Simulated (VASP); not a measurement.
# Al3GaAs4 (Pmm2) in VASP: relaxation of cell and atoms with PBE

Aim: the relaxation of cell and atoms of Al3GaAs4 with PBE.

Program: VASP 6.6.1. These are calculated values, not measurements. Logs are shortened: lines on timing, memory, paths and dates and some standing lists are left out, and cuts for length are marked.

### Step 1. The cell of the first run

The structure is orthorhombic, space group Pmm2 (No. 25). Conventional cell: a = 4.074 Å, b = 8.148 Å, c = 5.672 Å, α = 90.00°, β = 90.00°, γ = 90.00°. Within 3.3 Å of Al (site symmetry mm2) lie 4 As at 2.48 Å. Al (site symmetry m) has 4 As at 2.48 Å within 3.3 Å. Ga (site symmetry mm2) has 4 As at 2.49 Å within 3.3 Å. Within 3.3 Å of As (site symmetry m) lie 3 Al at 2.48 Å and 1 Ga at 2.49 Å. As (site symmetry mm2) has 4 Al at 2.48 Å within 3.3 Å. As (site symmetry mm2) has 2 Al at 2.48 Å and 2 Ga at 2.49 Å within 3.3 Å.

### Step 2. Relaxation of cell and atoms, PBE

File INCAR:

```
SYSTEM = Al3GaAs4
PREC = Accurate ; ENCUT = 600
EDIFF = 1E-6 ; ISMEAR = 0
SIGMA = 0.02 ; LREAL = .False.
LASPH = .True. ; NELM = 60
ALGO = Normal ; ISIF = 3
LWAVE = .False. ; LCHARG = .False.
GGA = PE ; IBRION = 2
NSW = 100 ; EDIFFG = -0.01
```

File KPOINTS:

```
Automatic mesh
0
Gamma
  8 4 6
  0 0 0
```

File POSCAR:

```
Al3GaAs4
1.0
    4.0742239014      0.0000000000      0.0000000000
    0.0000000000      8.1476604555      0.0000000000
    0.0000000000      0.0000000000      5.6721633614
Al Ga As
3 1 4
Direct
    0.0000000000      0.0000000000      0.0001605952
    0.5000000000      0.2497660831      0.5000108925
    0.5000000000      0.7502339169      0.5000108925
    0.0000000000      0.5000000000      0.0000275083
    0.0000000000      0.7506397880      0.7489482950
    0.5000000000      0.0000000000      0.2499030350
    0.0000000000      0.2493602120      0.7489482950
    0.5000000000      0.5000000000      0.2519904867
```

Potentials or basis: VASP PAW PBE potentials, release 64 (Al, Ga_d, As).

Command:

```bash
> cat potpaw_PBE.64/Al/POTCAR potpaw_PBE.64/Ga_d/POTCAR potpaw_PBE.64/As/POTCAR > POTCAR
> mpirun -np 1 vasp_std > vasp.out
```

OUTCAR:

```text
SYSTEM = Al3GaAs4
   PREC = Accurate
   ENCUT = 600
   EDIFF = 1E-6
   ISMEAR = 0
   LREAL = .False.
   LASPH = .True.
   NELM = 60
   ISIF = 3
   GGA = PE
   IBRION = 2
   NSW = 100
   EDIFFG = -0.01

 ion  position               nearest neighbor table
   1  0.000  0.000  0.000-   6 2.48   6 2.48   7 2.48   5 2.48
   2  0.500  0.250  0.500-   8 2.48   7 2.48   7 2.48   6 2.48
   3  0.500  0.750  0.500-   8 2.48   5 2.48   5 2.48   6 2.48
   4  0.000  0.500  0.000-   8 2.49   8 2.49   5 2.49   7 2.49
   5  0.000  0.751  0.749-   3 2.48   3 2.48   1 2.48   4 2.49
   6  0.500  0.000  0.250-   2 2.48   3 2.48   1 2.48   1 2.48
   7  0.000  0.249  0.749-   2 2.48   2 2.48   1 2.48   4 2.49
   8  0.500  0.500  0.252-   2 2.48   3 2.48   4 2.49   4 2.49

  LATTYP: Found a simple orthorhombic cell.
 ALAT       =     4.0742239014
 B/A-ratio  =     1.3922070801
 C/A-ratio  =     1.9998067491

  Lattice vectors:

 A1 = (  -4.0742239014,   0.0000000000,   0.0000000000)
 A2 = (   0.0000000000,   0.0000000000,   5.6721633614)
 A3 = (   0.0000000000,   8.1476604555,   0.0000000000)

Analysis of symmetry for initial positions (statically):
=====================================================================
 Subroutine PRICEL returns:
 Original cell was already a primitive cell.

 Routine SETGRP: Setting up the symmetry group for a
 simple orthorhombic supercell.

 Subroutine GETGRP returns: Found  4 space group operations
 (whereof  4 operations were pure point group operations)
 out of a pool of  8 trial point group operations.

The static configuration has the point symmetry C_2v.

Analysis of symmetry for dynamics (positions and initial velocities):
=====================================================================
 Subroutine PRICEL returns:
 Original cell was already a primitive cell.

 Routine SETGRP: Setting up the symmetry group for a
 simple orthorhombic supercell.

 Subroutine GETGRP returns: Found  4 space group operations
 (whereof  4 operations were pure point group operations)
 out of a pool of  8 trial point group operations.

The dynamic configuration has the point symmetry C_2v.

 Subroutine INISYM returns: Found  4 space group operations
 (whereof  4 operations are pure point group operations),
 and found     1 'primitive' translations

----------------------------------------------------------------------------------------

                                     Primitive cell

  volume of cell :     188.2897

  direct lattice vectors                    reciprocal lattice vectors
     4.074223901  0.000000000  0.000000000     0.245445519  0.000000000  0.000000000
     0.000000000  8.147660456  0.000000000     0.000000000  0.122734619  0.000000000
     0.000000000  0.000000000  5.672163361     0.000000000  0.000000000  0.176299577

  length of vectors
     4.074223901  8.147660456  5.672163361     0.245445519  0.122734619  0.176299577

  position of ions in fractional coordinates (direct lattice)
     0.000000000  0.000000000  0.000160595
     0.500000000  0.249766083  0.500010893
     0.500000000  0.750233917  0.500010893
     0.000000000  0.500000000  0.000027508
     0.000000000  0.750639788  0.748948295
     0.500000000  0.000000000  0.249903035
     0.000000000  0.249360212  0.748948295
     0.500000000  0.500000000  0.251990487

  ion indices of the primitive-cell ions
   primitive index   ion index
                 1           1
                 2           2
                 3           3
                 4           4
                 5           5
                 6           6
                 7           7
                 8           8

----------------------------------------------------------------------------------------

 KPOINTS: Automatic mesh

Automatic generation of k-mesh.
 Grid dimensions read from file:
 generate k-points for:    8    4    6

 Generating k-lattice:

  Cartesian coordinates                     Fractional coordinates (reciprocal lattice)
     0.030680690  0.000000000  0.000000000     0.125000000  0.000000000  0.000000000
     0.000000000  0.030683655  0.000000000     0.000000000  0.250000000  0.000000000
     0.000000000  0.000000000  0.029383263     0.000000000  0.000000000  0.166666667

  Length of vectors
     0.030680690  0.030683655  0.029383263

  Shift w.r.t. Gamma in fractional coordinates (k-lattice)
     0.000000000  0.000000000  0.000000000

 Subroutine IBZKPT returns following result:
 ===========================================

 Found     60 irreducible k-points:

 Following reciprocal coordinates:
            Coordinates               Weight
  0.000000  0.000000  0.000000      1.000000
  0.125000  0.000000  0.000000      2.000000
  0.250000  0.000000  0.000000      2.000000
  0.375000  0.000000  0.000000      2.000000
  0.500000  0.000000  0.000000      1.000000
  0.000000  0.250000  0.000000      2.000000
[... 16 lines left out ...]
  0.250000  0.250000  0.166667      8.000000
  0.375000  0.250000  0.166667      8.000000
 [... further k-points ...]
   k-points           NKPTS =     60   k-points in BZ     NKDIM =     60   number of bands    NBANDS=     26
   number of dos      NEDOS =    301   number of ions     NIONS =      8
   total plane-waves  NPLWV = 120960
   dimension x,y,z NGX =    36 NGY =   70 NGZ =   48
   dimension x,y,z NGXF=    72 NGYF=  140 NGZF=   96
   ions per type =               3   1   4
   NGX,Y,Z   is equivalent  to a cutoff of  14.69, 14.28, 14.07 a.u.
   NGXF,Y,Z  is equivalent  to a cutoff of  29.38, 28.57, 28.14 a.u.
 SYSTEM =  Al3GaAs4
   PREC   = accura    normal or accurate (medium, high low for compatibility)
   ISTART =      0    job   : 0-new  1-cont  2-samecut
   ICHARG =      2    charge: 1-file 2-atom 10-const
   ISPIN  =      1    spin polarized calculation?
   LNONCOLLINEAR =      F non collinear calculations
   LSORBIT =      F    spin-orbit coupling
   LASPH  =      T    aspherical Exc in radial PAW
   ENCUT  =  600.0 eV  44.10 Ry    6.64 a.u.   8.14 16.27 11.33*2*pi/ulx,y,z
   NELM   =     60;   NELMIN=  2; NELMDL= -5     # of ELM steps
   EDIFF  = 0.1E-05   stopping-criterion for ELM
   LREAL  =      F    real-space projection
   EDIFFG = -.1E-01   stopping-criterion for IOM
   NSW    =    100    number of steps for IOM
   IBRION =      2    ionic relax: 0-MD 1-quasi-New 2-CG
   NFREE  =      1    steps in history (QN), initial steepest desc. (CG)
   ISIF   =      3    stress and relaxation
   ISYM   =      2    0-nonsym 1-usesym 2-fastsym
   POTIM  = 0.5000    time-step for ionic-motion
   TEBEG  =    0.0;   TEEND  =   0.0 temperature during run
   PSTRESS=    0.0 pullay stress
   NELECT =      42.0000    total number of electrons
   NUPDOWN=      -1.0000    fix difference up-down
   EMIN   =  10.00;   EMAX   =-10.00  energy-range for DOS
   EFERMI =   0.00;   METHOD = LEGACY
   ISMEAR =     0;   SIGMA  =   0.02  broadening in eV -4-tet -1-fermi 0-gaus
   EFERMI_NEDOS =   21; number of points for ismear=-14 and -15
   IALGO  =     38    algorithm
   IMIX   =      4    mixing-type and parameters
     AMIX     =   0.40;   BMIX     =  1.00
     AMIX_MAG =   1.60;   BMIX_MAG =  1.00
  volume/ion in A,a.u.               =      23.54       158.83
  Fermi-wavevector in a.u.,A,eV,Ry     =   0.992847  1.876209 13.411882  0.985746
  Thomas-Fermi vector in A             =   2.124688
   LORBIT       =      0    0 simple, 1 ext, 2 COOP (PROOUT), +10 PAW based schemes
   GGA     = PE    functional components
   LHFCALC =     F    Hartree Fock is set to
   AEXX    =    0.0000 exact exchange contribution
   IVDW    =     0    specifies the selected vdW correction
   LEPSILON=     F    determine dielectric tensor
   LRPA    =     F    only Hartree local field effects (RPA)
 conjugate gradient relaxation of ions
 non-spin polarized calculation
 Gauss-broadening in eV      SIGMA  =   0.02
  energy-cutoff  :      600.00
  volume of cell :      188.29
 maximum number of plane-waves:      6324
 NGX is ok and might be reduce to    36
   NGX = 17   NGY = 33   NGZ = 23

--------------------------------------- Ionic step        1  -------------------------------------------

 number of electron      42.0000002 magnetization

 Free energy of the ion-electron system (eV)
  ---------------------------------------------------
  ext. energy  EPLUGINS =         0.00000000
  ---------------------------------------------------
  free energy    TOTEN  =       -36.41805196 eV

  energy without entropy =      -36.41805196  energy(sigma->0) =      -36.41805196

------------------------ aborting loop because EDIFF is reached ----------------------------------------

  FORCE on cell =-STRESS in cart. coord.  units (eV):
  Direction    XX          YY          ZZ          XY          YZ          ZX
  --------------------------------------------------------------------------------------
  -------------------------------------------------------------------------------------
  Total       -0.0845677     -0.0852193      0.8558294      0.0000000      0.0000000      0.0000000
  in kB       -0.7195957     -0.7251406      7.2823451      0.0000000      0.0000000      0.0000000
  external PRESSURE =       1.9458696 kB  Pullay stress =       0.0000000 kB
[... 153 lines left out ...]
  energy  without entropy=      -36.4218968899  energy(sigma->0) =      -36.42189689

--------------------------------------- Ionic step        5  -------------------------------------------

 number of electron      42.0000004 magnetization

 Free energy of the ion-electron system (eV)
  ---------------------------------------------------
  ext. energy  EPLUGINS =         0.00000000
  ---------------------------------------------------
  free energy    TOTEN  =       -36.42313080 eV

  energy without entropy =      -36.42313080  energy(sigma->0) =      -36.42313080

 E-fermi :   3.6710     XC(G=0):  -9.0121

 val. band max:        3.5457804484   @ k =   0.0000   0.0000   0.0000
 cond. band min:       4.8313816474   @ k =   0.0000   0.0000   0.0000
 fundamental gap:      1.2856011990
 Fermi energy:         3.6709792201

 k-point     1 :       0.0000    0.0000    0.0000
  band No.  band energies     occupation
      1     -10.9321      2.00000
      2     -10.9114      2.00000
      3     -10.8851      2.00000
      4     -10.8454      2.00000
      5     -10.8374      2.00000
      6      -8.2984      2.00000
[... 685 lines left out ...]
     25       6.6676      0.00000
     26       7.1179      0.00000

 [... further k-points ...]

------------------------ aborting loop because EDIFF is reached ----------------------------------------

  FORCE on cell =-STRESS in cart. coord.  units (eV):
  Direction    XX          YY          ZZ          XY          YZ          ZX
  --------------------------------------------------------------------------------------
  -------------------------------------------------------------------------------------
  Total       -0.0086897     -0.0102738     -0.0323558      0.0000000      0.0000000      0.0000000
  in kB       -0.0737139     -0.0871515     -0.2744698      0.0000000      0.0000000      0.0000000
  external PRESSURE =      -0.1451117 kB  Pullay stress =       0.0000000 kB
[... 23 lines left out ...]
  FREE ENERGIE OF THE ION-ELECTRON SYSTEM (eV)
  ---------------------------------------------------
  free  energy   TOTEN  =       -36.4231308002 eV

  energy  without entropy=      -36.4231308002  energy(sigma->0) =      -36.42313080

 reached required accuracy - stopping structural energy minimisation
```

Wall time 19 min (1 thread of Oxide Virtual Turin-like, shared host); peak memory 0.57 GiB.

What came out:

```
Free energy                           : -36.4231 eV
Relaxed volume                        : 23.61 Å³/atom
Relaxed cell                          : a = 4.058 Å, b = 8.115 Å, c = 5.736 Å, α = 90.00°, β = 90.00°, γ = 90.00°
Space group after relaxing (to 0.1 Å) : Pmm2 (No. 25)
Energy gained by relaxing             : 0.6 meV/atom
Ionic steps                           : 5
Pressure after relaxing               : 0.0 GPa
Largest force after relaxing          : 0.004 eV/Å
Band gap on the k mesh                : 1.29 eV
```

Forces on the atoms (eV/Å):
```
Al   0.000  0.000  0.002
Al   0.000 -0.001  0.000
Al   0.000  0.001  0.000
Ga   0.000  0.000 -0.002
As   0.000  0.001  0.002
As   0.000  0.000 -0.001
As   0.000 -0.001  0.002
As   0.000  0.000 -0.004
```

Step by step:
| step | energy change (eV) | largest force (eV/Å) | pressure (GPa) | volume (Å³) |
| --- | --- | --- | --- | --- |
| 1 | 0.0000 | 0.0081 | 0.19 | 188.29 |
| 2 | -0.0032 | 0.0068 | -0.06 | 189.07 |
| 3 | -0.0037 | 0.0057 | -0.34 | 189.92 |
| 4 | -0.0038 | 0.0061 | -0.26 | 189.65 |
| 5 | -0.0051 | 0.0037 | -0.01 | 188.87 |

Final structure:
```xyz
8
Lattice="4.0578 0.0000 0.0000 0.0000 8.1147 0.0000 0.0000 0.0000 5.7359" Properties=species:S:1:pos:R:3 pbc="T T T"
Al    0.0000    0.0000    0.0011
Al    2.0289    2.0262    2.8680
Al    2.0289    6.0885    2.8680
Ga    0.0000    4.0574    0.0000
As    4.0578    6.0923    4.2965
As    2.0289    0.0000    1.4328
As    0.0000    2.0225    4.2965
As    2.0289    4.0574    1.4446
```

A k mesh can miss the band edges.
